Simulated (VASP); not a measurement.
SiO3: single point with PBE

SiO3:

```xyz
8
Lattice="-3.3402 3.3402 1.8234 3.3402 -3.3402 1.8234 3.3402 3.3402 -1.8234" Properties=species:S:1:pos:R:3 pbc="T T T"
Si    0.0000    0.0000    0.0000
Si    0.0000    3.3402    0.9117
O     0.0000    0.0000    1.8234
O     1.6701    3.3402    1.3675
O    -1.6701    3.3402    1.3675
O     0.0000    5.0103    0.4558
O     0.0000    1.6701    0.4558
O     3.3402    0.0000    0.9117
```

| Property | Result |
| --- | --- |
| Program | VASP 6.6.1 |
| Task | single point |
| Functional | PBE |
| Potentials or basis | VASP PAW PBE potentials, release 64 (Si, O) |
| Cutoff | 520 eV |
| k mesh | 6 × 6 × 6 |
| Occupations | gaussian, width 0.1 eV |
| Spin | collinear spin, ferromagnetic start |
| Starting moments | [0.0, 0.0, 1.0, 1.0, 1.0, 1.0, 1.0, 1.0] μB |

* Pressure: 2.1 GPa
* Net moment: 3.28 μB per cell
* Site moments: Si -0.02; O +0.61, +0.42 μB
* Valence electrons inside the program's atomic spheres: Si 1.41; O 4.95, 5.07

Stress tensor (GPa, compression positive):
```
 5.14  0.00  0.00
 0.00  5.14  0.00
 0.00  0.00 -3.92
```

Levels at points of the mesh, in eV from the Fermi level:
Spin up:
| k point | band 21 | band 22 | band 23 | band 24 | band 25 | band 26 | band 27 | band 28 |
| --- | --- | --- | --- | --- | --- | --- | --- | --- |
| (0.00, 0.00, 0.00) | -0.63 | -0.22 | -0.15 | -0.15 | 4.55 | 8.30 | 9.15 | 9.15 |
| (0.50, 0.00, 0.00) | -0.61 | -0.56 | -0.26 | 0.21 | 8.21 | 9.91 | 10.52 | 10.86 |
| (0.50, 0.50, 0.00) | -1.04 | -1.04 | -0.40 | -0.40 | 7.20 | 7.20 | 10.21 | 10.21 |
| (0.50, 0.50, 0.50) | -1.21 | -1.21 | -0.61 | -0.61 | 8.23 | 8.23 | 10.50 | 10.50 |
Spin down:
| k point | band 17 | band 18 | band 19 | band 20 | band 21 | band 22 | band 23 | band 24 |
| --- | --- | --- | --- | --- | --- | --- | --- | --- |
| (0.00, 0.00, 0.00) | -1.63 | -0.91 | -0.91 | -0.40 | 0.48 | 0.58 | 1.17 | 1.17 |
| (0.50, 0.00, 0.00) | -2.30 | -0.95 | -0.93 | -0.78 | 0.08 | 0.84 | 1.13 | 1.71 |
| (0.50, 0.50, 0.00) | -1.94 | -1.94 | -0.51 | -0.51 | 0.25 | 0.25 | 0.77 | 0.77 |
| (0.50, 0.50, 0.50) | -1.78 | -1.78 | -0.63 | -0.63 | 0.05 | 0.05 | 0.76 | 0.76 |

Run time: 3.2 min on 1 thread of Intel(R) Xeon(R) Platinum 8488C (Sapphire Rapids), with other jobs on the host, peak memory 0.34 GiB.
